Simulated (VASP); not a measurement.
Wanted: the native input for a VASP 6.6.1 run.

```yaml
Task: single point
Functional: PBE
Potentials_or_basis: VASP PAW PBE potentials, release 64 (Sn_d, Se)
Cutoff: 520 eV
k_mesh: 12 × 12 × 6
Occupations: gaussian, width 0.05 eV
Spin: no spin polarisation
Dipole_correction: no
Further_INCAR_settings: ALGO = Normal; EDIFF = 1e-07; NBANDS = 20
```

The structure of SnSe2 lies in POSCAR:

```
SnSe2
1.0
    3.8109987816      0.0000000000      0.0000000000
   -1.9054993908      3.0528901267      0.0000000000
    0.0000000000      0.0000000000      6.1370000000
Sn Se
1 2
Direct
    0.0000000000      0.0000000000      0.0000000000
    0.3333333333      0.6666666667      0.2500000000
    0.6666666667      0.3333333333      0.7500000000
```

This cell differs from its parent crystal: strain -0.0750 x Voigt [0, 1, 0, 0, 0, 0].

The input as run:

INCAR

```
SYSTEM = SnSe2
PREC = Accurate
ENCUT = 520
EDIFF = 1E-7
ISMEAR = 0
SIGMA = 0.05
LREAL = .False.
LASPH = .True.
NELM = 80
ALGO = Normal
ISIF = 2
LWAVE = .False.
LCHARG = .False.
GGA = PE
NBANDS = 20
```

KPOINTS

```
Automatic mesh
0
Gamma
  12 12 6
  0 0 0
```

Potentials or basis: VASP PAW PBE potentials, release 64 (Sn_d, Se).

The run is started by

```bash
$ cat potpaw_PBE.64/Sn_d/POTCAR potpaw_PBE.64/Se/POTCAR > POTCAR
$ mpirun -np 1 vasp_std > vasp.out
```

Results of the run:

```
Pressure               : 13.3 GPa
Largest force          : 1.436 eV/Å
Band gap on the k mesh : 0.35 eV (least direct gap 1.34 eV)
```

Caveat: the cell differs from its parent crystal (strain -0.0750 x Voigt [0, 1, 0, 0, 0, 0]); the cell stands under pressure; spin-orbit coupling is left out, which moves the levels of the heavy elements; this functional lacks dispersion, which binds the layers, so the pressure and a relaxed spacing across them are unreliable; forces of over 1 eV/Å act on the atoms, so gaps and moduli don't describe the material at rest.

Wall time 6.9 min on 1 thread of Intel Xeon 8259CL, on a shared host, peak memory 0.44 GiB.
